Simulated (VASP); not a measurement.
Set up this calculation in VASP 6.6.1, as the native input.

| Quantity | Value |
| --- | --- |
| Task | single point |
| Functional | PBE |
| Potentials or basis | VASP PAW PBE potentials, release 64 (Hf_pv, Nb_sv, N) |
| Cutoff | 520 eV |
| k mesh | 6 × 6 × 4 |
| Occupations | gaussian, width 0.1 eV |
| Spin | no spin polarisation |
| Dipole correction | no |
| Further INCAR settings | ALGO = Normal; EDIFF = 1e-07; NBANDS = 30 |

The structure of Hf2NbN2 lies in POSCAR:

```
Hf2NbN2
1.0
    4.1700925900      0.0000000000      0.0000000000
   -2.0850462900      3.6114061200      0.0000000000
    0.0000000000      0.0000000000      5.0022527600
Hf Nb N
2 1 2
Direct
    0.0000000000      0.0000000000      0.5000000000
    0.3333333300      0.6666666700      0.5000000000
    0.0000000000      0.0000000000      0.0000000000
    0.3333333300      0.6666666700      0.8204195300
    0.3333333300      0.6666666700      0.1795804700
```

The cell was built from a structure type or drawn by symmetry, and may not be a known phase.

One way to write it, as run:

INCAR

```
SYSTEM = Hf2NbN2
  ALGO = Normal
  EDIFF = 1E-7
  ENCUT = 520
  GGA = PE
  ISIF = 2
  ISMEAR = 0
  LASPH = .TRUE.
  LCHARG = .FALSE.
  LREAL = .FALSE.
  LWAVE = .FALSE.
  NBANDS = 30
  NELM = 80
  PREC = Accurate
  SIGMA = 0.1
```

KPOINTS

```
k-points
0
G
  6 6 4
  0 0 0
```

Potentials or basis: VASP PAW PBE potentials, release 64 (Hf_pv, Nb_sv, N).

The run is started by

```bash
$ cat potpaw_PBE.64/Hf_pv/POTCAR potpaw_PBE.64/Nb_sv/POTCAR potpaw_PBE.64/N/POTCAR > POTCAR
$ mpirun -np 1 vasp_std > vasp.out
```

Results of the run:

```yaml
Pressure: 66.9 GPa
Largest_force: 20.407 eV/Å
Band_gap_on_the_k_mesh: zero (an odd number of electrons rules out a gap without spin polarisation)
```

Caveat: the cell stands under pressure; spin-orbit coupling is left out, which moves the levels of the heavy elements; forces of over 1 eV/Å act on the atoms, so gaps and moduli don't describe the material at rest.

Run time: 68 s on 1 thread of Intel(R) Xeon(R) Platinum 8488C (Sapphire Rapids), with other jobs on the host, peak memory 0.21 GiB.
